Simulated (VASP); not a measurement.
Set up this calculation in VASP 6.6.1, as the native input.

```yaml
Task: relaxation of cell and atoms
Functional: PBE
Potentials_or_basis: VASP PAW PBE potentials, release 64 (Hf_pv, Pt)
Cutoff: 600 eV
k_mesh: 6 × 6 × 6
Occupations: gaussian, width 0.1 eV
Spin: no spin polarisation
Dipole_correction: no
Further_INCAR_settings: ALGO = Normal; EDIFF = 1e-06; IBRION = 2; EDIFFG = -0.04; NSW = 90; ISIF = 3
```

The structure of HfPt2 lies in POSCAR:

```
HfPt2
1.0
    0.0000000000      2.9030030811      2.9030030811
    2.9030030811      0.0000000000      2.9030030811
    2.9030030811      2.9030030811      0.0000000000
Hf Pt
1 2
Direct
    0.0000000000      0.0000000000      0.0000000000
    0.2500000000      0.2500000000      0.2500000000
    0.7500000000      0.7500000000      0.7500000000
```

One way to write it, as run:

INCAR

```
ALGO     = Normal         # electronic algorithm
EDIFF    = 1E-6           # SCF threshold, eV
EDIFFG   = -0.04          # ionic threshold
ENCUT    = 600            # plane-wave cutoff, eV
GGA      = PE             # functional
IBRION   = 2              # ionic algorithm
ISIF     = 3              # what is computed and relaxed
ISMEAR   = 0              # smearing method
LASPH    = T              # aspherical terms in the spheres
LCHARG   = F              # write CHGCAR
LREAL    = F              # projectors in reciprocal space
LWAVE    = F              # write WAVECAR
NELM     = 60             # most SCF steps
NSW      = 90             # ionic steps
PREC     = Accurate       # precision mode
SIGMA    = 0.1            # smearing width, eV
```

KPOINTS

```
k-points
0
Gamma
  6 6 6
```

Potentials or basis: VASP PAW PBE potentials, release 64 (Hf_pv, Pt).

The run is started by

```bash
$ cat potpaw_PBE.64/Hf_pv/POTCAR potpaw_PBE.64/Pt/POTCAR > POTCAR
$ mpirun -np 1 vasp_std > vasp.out
```

It gave:

```yaml
Relaxed_volume: 20.37 Å³/atom
Relaxed_cell: a = 4.422 Å, b = 4.422 Å, c = 4.422 Å, α = 60.00°, β = 60.00°, γ = 60.00°
Space_group_after_relaxing_to_0.1_Å: Fm-3m (No. 225)
Pressure_after_relaxing: 0.0 GPa
Band_gap_on_the_k_mesh: zero (bands 15 and 16 overlap by 0.57 eV)
```

Caveat: the volume moved by over 15 % at a fixed basis, so the end points are rough; spin-orbit coupling is left out, which moves the levels of the heavy elements.

Run time: 98 s on 1 thread of Intel(R) Xeon(R) Platinum 8488C (Sapphire Rapids) (shared host), peak memory 0.21 GiB.
